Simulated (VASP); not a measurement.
# TaN (P6/mmm) in VASP: a series of runs

The runs below take TaN through single point, with PBEsol.

Everything below comes from runs of VASP 6.6.1. Logs are shortened: lines on timing, memory, paths and dates and some standing lists are left out, and cuts for length are marked.

### 1 The cell of the first run

Symmetry: P6/mmm, No. 191, hexagonal system. Conventional cell: a = 5.191 Å, b = 5.191 Å, c = 2.763 Å, α = 90.00°, β = 90.00°, γ = 120.00°. Within 3.4 Å of Ta (site symmetry 6/mmm) lie 6 N at 2.60 Å and 14 Ta at 2.76 to 3.30 Å. Within 2.7 Å of Ta (site symmetry -6m2) lie 6 N at 2.04 Å. N (site symmetry mmm) has 6 Ta at 2.04 to 2.60 Å and 4 N at 2.60 Å within 2.7 Å.

### 2 Single point, PBEsol

File INCAR:

```
  ALGO = Normal
  EDIFF = 1E-6
  ENCUT = 520
  GGA = PS
  ISIF = 2
  ISMEAR = -1
  LASPH = T
  LCHARG = T
  LELF = T
  LREAL = F
  LVHAR = T
  LWAVE = F
  NBANDS = 33
  NELM = 60
  PREC = Accurate
  SIGMA = 0.1
```

File KPOINTS:

```
k-points
0
Gamma
  8 8 12
```

File POSCAR:

```
TaN
1.0
    5.1910000000      0.0000000000      0.0000000000
   -2.5955000000      4.4955380000      0.0000000000
    0.0000000000      0.0000000000      2.7626000000
Ta N
3 3
Direct
    0.0000000000      0.0000000000      0.0000000000
    0.3333333333      0.6666666667      0.5000000000
    0.6666666667      0.3333333333      0.5000000000
    0.5000000000      0.0000000000      0.0000000000
    0.5000000000      0.5000000000      0.0000000000
    0.0000000000      0.5000000000      0.0000000000
```

Potentials or basis: VASP PAW PBE potentials, release 64 (Ta_pv, N).

Started as:

```console
cat potpaw_PBE.64/Ta_pv/POTCAR potpaw_PBE.64/N/POTCAR > POTCAR
mpirun -np 1 vasp_std > vasp.out
```

OUTCAR:

```text
EDIFF = 1E-6
   ENCUT = 520
   GGA = PS
   ISIF = 2
   ISMEAR = -1
   LASPH = T
   LREAL = F
   NELM = 60
   PREC = Accurate

 ion  position               nearest neighbor table
   1  0.000  0.000  0.000-   4 2.60   4 2.60   6 2.60   6 2.60   5 2.60   5 2.60   3 3.30   3 3.30
                             2 3.30   2 3.30   2 3.30   3 3.30   2 3.30   3 3.30   2 3.30   3 3.30
   2  0.333  0.667  0.500-   6 2.04   6 2.04   5 2.04   5 2.04   4 2.04   4 2.04   3 3.00   3 3.00
                             3 3.00   1 3.30   1 3.30   1 3.30   1 3.30   1 3.30   1 3.30
   3  0.667  0.333  0.500-   6 2.04   6 2.04   5 2.04   5 2.04   4 2.04   4 2.04   2 3.00   2 3.00
                             2 3.00   1 3.30   1 3.30   1 3.30   1 3.30   1 3.30   1 3.30
   4  0.500  0.000  0.000-   2 2.04   3 2.04   2 2.04   3 2.04   1 2.60   1 2.60
   5  0.500  0.500  0.000-   2 2.04   3 2.04   2 2.04   3 2.04   1 2.60   1 2.60
   6  0.000  0.500  0.000-   2 2.04   3 2.04   2 2.04   3 2.04   1 2.60   1 2.60

  LATTYP: Found a hexagonal cell.
 ALAT       =     5.1910000000
 C/A-ratio  =     0.5321903294

  Lattice vectors:

 A1 = (   5.1910000000,   0.0000000000,   0.0000000000)
 A2 = (  -2.5955000000,   4.4955380000,   0.0000000000)
 A3 = (   0.0000000000,   0.0000000000,   2.7626000000)

Analysis of symmetry for initial positions (statically):
=====================================================================
 Subroutine PRICEL returns:
 Original cell was already a primitive cell.

 Routine SETGRP: Setting up the symmetry group for a
 hexagonal supercell.

 Subroutine GETGRP returns: Found 24 space group operations
 (whereof 24 operations were pure point group operations)
 out of a pool of 24 trial point group operations.

The static configuration has the point symmetry D_6h.

Analysis of symmetry for dynamics (positions and initial velocities):
=====================================================================
 Subroutine PRICEL returns:
 Original cell was already a primitive cell.

 Routine SETGRP: Setting up the symmetry group for a
 hexagonal supercell.

 Subroutine GETGRP returns: Found 24 space group operations
 (whereof 24 operations were pure point group operations)
 out of a pool of 24 trial point group operations.

The dynamic configuration has the point symmetry D_6h.

 Subroutine INISYM returns: Found 24 space group operations
 (whereof 24 operations are pure point group operations),
 and found     1 'primitive' translations

----------------------------------------------------------------------------------------

                                     Primitive cell

  volume of cell :      64.4690

  direct lattice vectors                    reciprocal lattice vectors
     5.191000000  0.000000000  0.000000000     0.192641110  0.111221393  0.000000000
    -2.595500000  4.495538000  0.000000000     0.000000000  0.222442787  0.000000000
     0.000000000  0.000000000  2.762600000     0.000000000  0.000000000  0.361977847

  length of vectors
     5.191000000  5.191000112  2.762600000     0.222442791  0.222442787  0.361977847

  position of ions in fractional coordinates (direct lattice)
     0.000000000  0.000000000  0.000000000
     0.333333333  0.666666667  0.500000000
     0.666666667  0.333333333  0.500000000
     0.500000000  0.000000000  0.000000000
     0.500000000  0.500000000  0.000000000
     0.000000000  0.500000000  0.000000000

  ion indices of the primitive-cell ions
   primitive index   ion index
                 1           1
                 2           2
                 3           3
                 4           4
                 5           5
                 6           6

----------------------------------------------------------------------------------------

 KPOINTS: k-points

Automatic generation of k-mesh.
 Grid dimensions read from file:
 generate k-points for:    8    8   12

 Generating k-lattice:

  Cartesian coordinates                     Fractional coordinates (reciprocal lattice)
     0.024080139  0.013902674  0.000000000     0.125000000  0.000000000  0.000000000
     0.000000000  0.027805348  0.000000000     0.000000000  0.125000000  0.000000000
     0.000000000  0.000000000  0.030164821     0.000000000  0.000000000  0.083333333

  Length of vectors
     0.027805349  0.027805348  0.030164821

  Shift w.r.t. Gamma in fractional coordinates (k-lattice)
     0.000000000  0.000000000  0.000000000

 Subroutine IBZKPT returns following result:
 ===========================================

 Found     70 irreducible k-points:

 Following reciprocal coordinates:
            Coordinates               Weight
  0.000000  0.000000  0.000000      1.000000
  0.125000 -0.000000  0.000000      6.000000
  0.250000 -0.000000  0.000000      6.000000
  0.375000 -0.000000  0.000000      6.000000
  0.500000 -0.000000  0.000000      3.000000
  0.125000  0.125000  0.000000      6.000000
[... 16 lines left out ...]
  0.250000 -0.000000  0.166667     12.000000
  0.375000 -0.000000  0.166667     12.000000
 [... further k-points ...]
   k-points           NKPTS =     70   k-points in BZ     NKDIM =     70   number of bands    NBANDS=     33
   number of dos      NEDOS =    301   number of ions     NIONS =      6
   total plane-waves  NPLWV =  38400
   dimension x,y,z NGX =    40 NGY =   40 NGZ =   24
   dimension x,y,z NGXF=    80 NGYF=   80 NGZF=   48
   ions per type =               3   3
   NGX,Y,Z   is equivalent  to a cutoff of  12.81, 12.81, 14.44 a.u.
   NGXF,Y,Z  is equivalent  to a cutoff of  25.62, 25.62, 28.89 a.u.
 SYSTEM =  unknown system
   PREC   = accura    normal or accurate (medium, high low for compatibility)
   ISTART =      0    job   : 0-new  1-cont  2-samecut
   ICHARG =      2    charge: 1-file 2-atom 10-const
   ISPIN  =      1    spin polarized calculation?
   LNONCOLLINEAR =      F non collinear calculations
   LSORBIT =      F    spin-orbit coupling
   LASPH  =      T    aspherical Exc in radial PAW
   ENCUT  =  520.0 eV  38.22 Ry    6.18 a.u.   9.65  9.65  5.14*2*pi/ulx,y,z
   NELM   =     60;   NELMIN=  2; NELMDL= -5     # of ELM steps
   EDIFF  = 0.1E-05   stopping-criterion for ELM
   LREAL  =      F    real-space projection
   EDIFFG = 0.1E-04   stopping-criterion for IOM
   NSW    =      0    number of steps for IOM
   IBRION =     -1    ionic relax: 0-MD 1-quasi-New 2-CG
   NFREE  =      0    steps in history (QN), initial steepest desc. (CG)
   ISIF   =      2    stress and relaxation
   ISYM   =      2    0-nonsym 1-usesym 2-fastsym
   POTIM  = 0.5000    time-step for ionic-motion
   TEBEG  =    0.0;   TEEND  =   0.0 temperature during run
   PSTRESS=    0.0 pullay stress
   NELECT =      48.0000    total number of electrons
   NUPDOWN=      -1.0000    fix difference up-down
   EMIN   =  10.00;   EMAX   =-10.00  energy-range for DOS
   EFERMI =   0.00;   METHOD = LEGACY
   ISMEAR =    -1;   SIGMA  =   0.10  broadening in eV -4-tet -1-fermi 0-gaus
   EFERMI_NEDOS =   21; number of points for ismear=-14 and -15
   IALGO  =     38    algorithm
   IMIX   =      4    mixing-type and parameters
     AMIX     =   0.40;   BMIX     =  1.00
     AMIX_MAG =   1.60;   BMIX_MAG =  1.00
  volume/ion in A,a.u.               =      10.74        72.51
  Fermi-wavevector in a.u.,A,eV,Ry     =   1.483787  2.803952 29.954927  2.201625
  Thomas-Fermi vector in A             =   2.597405
   LORBIT       =      0    0 simple, 1 ext, 2 COOP (PROOUT), +10 PAW based schemes
   GGA     = PS    functional components
   LHFCALC =     F    Hartree Fock is set to
   AEXX    =    0.0000 exact exchange contribution
   IVDW    =     0    specifies the selected vdW correction
   LEPSILON=     F    determine dielectric tensor
   LRPA    =     F    only Hartree local field effects (RPA)
 non-spin polarized calculation
  energy-cutoff  :      520.00
  volume of cell :       64.47
 maximum number of plane-waves:      1774
 NGX is ok and might be reduce to    40
   NGX = 19   NGY = 19   NGZ = 11

 number of electron      47.9999998 magnetization

 Free energy of the ion-electron system (eV)
  ---------------------------------------------------
  ext. energy  EPLUGINS =         0.00000000
  ---------------------------------------------------
  free energy    TOTEN  =       -68.20786099 eV

  energy without entropy =      -68.18783671  energy(sigma->0) =      -68.19784885

 E-fermi :   8.5602     XC(G=0): -13.4507

 val. band max:        8.4413824965   @ k =   0.1250  -0.0000   0.2500
 cond. band min:       8.6100860149   @ k =   0.2500  -0.0000   0.2500
 fundamental gap:      0.1687035184
 Fermi energy:         8.5602224239

 k-point     1 :       0.0000    0.0000    0.0000
  band No.  band energies     occupation
      1     -27.5267      2.00000
      2     -27.5267      2.00000
      3     -27.0959      2.00000
      4     -27.0959      2.00000
      5     -26.7142      2.00000
      6     -26.7142      2.00000
[... 25 lines left out ...]
     32      12.3317      0.00000
     33      12.3317      0.00000

 k-point     2 :       0.1250   -0.0000    0.0000
  band No.  band energies     occupation
      1     -27.5409      2.00000
      2     -27.5206      2.00000
      3     -27.0809      2.00000
      4     -27.0762      2.00000
      5     -26.7380      2.00000
      6     -26.7189      2.00000
[... 25 lines left out ...]
     32      12.2648      0.00000
     33      12.3871      0.00000

 k-point     3 :       0.2500   -0.0000    0.0000
  band No.  band energies     occupation
      1     -27.5716      2.00000
      2     -27.4926      2.00000
      3     -27.0718      2.00000
      4     -27.0307      2.00000
      5     -26.7812      2.00000
      6     -26.7320      2.00000
[... 25 lines left out ...]
     32      12.2893      0.00000
     33      12.5946      0.00000

 k-point     4 :       0.3750   -0.0000    0.0000
  band No.  band energies     occupation
      1     -27.5985      2.00000
      2     -27.4358      2.00000
      3     -27.1248      2.00000
      4     -26.9854      2.00000
      5     -26.7910      2.00000
      6     -26.7486      2.00000
[... 673 lines left out ...]
     32      12.4387      0.00000
     33      12.5351      0.00000

 k-point    23 :       0.2500   -0.0000    0.1667
  band No.  band energies     occupation
      1     -27.5018      2.00000
      2     -27.4277      2.00000
      3     -27.0597      2.00000
      4     -27.0197      2.00000
      5     -26.9777      2.00000
      6     -26.9107      2.00000
[... 25 lines left out ...]
     32      12.3400      0.00000
     33      12.5457      0.00000

 k-point    24 :       0.3750   -0.0000    0.1667
  band No.  band energies     occupation
      1     -27.5254      2.00000
      2     -27.3752      2.00000
      3     -27.0960      2.00000
      4     -27.0183      2.00000
      5     -26.9374      2.00000
      6     -26.9332      2.00000
[... 25 lines left out ...]
     32      12.2310      0.00000
     33      12.6802      0.00000

 [... further k-points ...]
[... 5 lines left out ...]
  --------------------------------------------------------------------------------------
  -------------------------------------------------------------------------------------
  Total        6.0663397      6.0663400     19.8542129      0.0000000      0.0000000     -0.0000000
  in kB      150.7601630    150.7601716    493.4152270      0.0000000      0.0000000     -0.0000000
  external PRESSURE =     264.9785205 kB  Pullay stress =       0.0000000 kB

 VOLUME and BASIS-vectors are now :
 -----------------------------------------------------------------------------
  energy-cutoff  :      520.00
  volume of cell :       64.47
      direct lattice vectors                 reciprocal lattice vectors
     5.191000000  0.000000000  0.000000000     0.192641110  0.111221393  0.000000000
    -2.595500000  4.495538000  0.000000000     0.000000000  0.222442787  0.000000000
     0.000000000  0.000000000  2.762600000     0.000000000  0.000000000  0.361977847

 POSITION                                       TOTAL-FORCE (eV/Angst)
 -----------------------------------------------------------------------------------
      0.00000      0.00000      0.00000         0.000000      0.000000     -0.000000
     -0.00000      2.99703      1.38130        -0.000000      0.000000      0.000000
      2.59550      1.49851      1.38130         0.000000     -0.000000     -0.000000
      2.59550      0.00000      0.00000         0.000000      0.000000     -0.000000
      1.29775      2.24777      0.00000         0.000000      0.000000     -0.000000
     -1.29775      2.24777      0.00000         0.000000      0.000000     -0.000000
 -----------------------------------------------------------------------------------
    total drift:                               -0.000000      0.000000     -0.000000

  FREE ENERGIE OF THE ION-ELECTRON SYSTEM (eV)
  ---------------------------------------------------
  free  energy   TOTEN  =       -68.2078609916 eV

  energy  without entropy=      -68.1878367095  energy(sigma->0) =      -68.19784885
```

It took 1.7 min on 1 thread of Intel Xeon Platinum 8559C (Emerald Rapids), shared host; peak memory 0.26 GiB.

Results:

```yaml
Free_energy: -68.2079 eV
Pressure: 26.5 GPa
Band_gap_on_the_k_mesh: zero (band 24 reaches 9.62 eV, above the bottom of band 25 at 7.04 eV)
```

Levels at points of the mesh, in eV from the Fermi level:
| k point | band 20 | band 21 | band 22 | band 23 | band 24 | band 25 | band 26 | band 27 | band 28 | band 29 |
| --- | --- | --- | --- | --- | --- | --- | --- | --- | --- | --- |
| (0.00, 0.00, 0.00) | -3.42 | -2.90 | -2.85 | -2.61 | -1.52 | -1.52 | 0.87 | 1.36 | 1.36 | 2.55 |
| (0.50, 0.00, 0.00) | -4.40 | -3.65 | -3.35 | -1.82 | -1.02 | 1.20 | 2.09 | 2.23 | 2.90 | 2.91 |
| (0.00, 0.00, 0.50) | -3.95 | -3.51 | -3.51 | -2.14 | 0.95 | 0.95 | 1.86 | 2.34 | 2.47 | 2.47 |
| (0.50, 0.00, 0.50) | -4.72 | -3.68 | -3.34 | -1.96 | -1.55 | 1.08 | 1.48 | 3.43 | 3.46 | 4.34 |

Caveat: the PAW data sets were made with another functional, which shifts forces and pressure a little; spin-orbit coupling is left out, which moves the levels of the heavy elements.

(Continued in part 2 of 2.)
